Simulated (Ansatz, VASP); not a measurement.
# BaZrO3: VASP beside Ansatz

```xyz
5
Lattice="4.1980 0.0000 0.0000 0.0000 4.1980 0.0000 0.0000 0.0000 4.1980" Properties=species:S:1:pos:R:3 pbc="T T T"
Ba    0.0000    0.0000    0.0000
Zr    2.0990    2.0990    2.0990
O     0.0000    2.0990    2.0990
O     2.0990    0.0000    2.0990
O     2.0990    2.0990    0.0000
```

Alike in both runs: functional r2SCAN; dispersion D4; k mesh 6 × 6 × 6; occupations gaussian, width 0.01 eV; no spin polarisation.

Ansatz relaxed the structure, and its values are those at the end. VASP's run is a single point on that final structure, the one shown.

|  | VASP | Ansatz |
| --- | --- | --- |
| version | VASP 6.6.1 | Ansatz 0.2.0 |
| potentials or method | VASP PAW PBE potentials, release 64 (Ba_sv, Zr_sv, O), cutoff 520 eV | plane waves, PAW |
| valence electrons in the cell | 40 | 40 |

```tsv
	VASP	Ansatz	Ansatz less VASP
pressure (GPa)	1.0	0.0	-1.05
```

VASP's potentials were made for PBE, not for r2SCAN.

Spin-orbit coupling is off throughout.
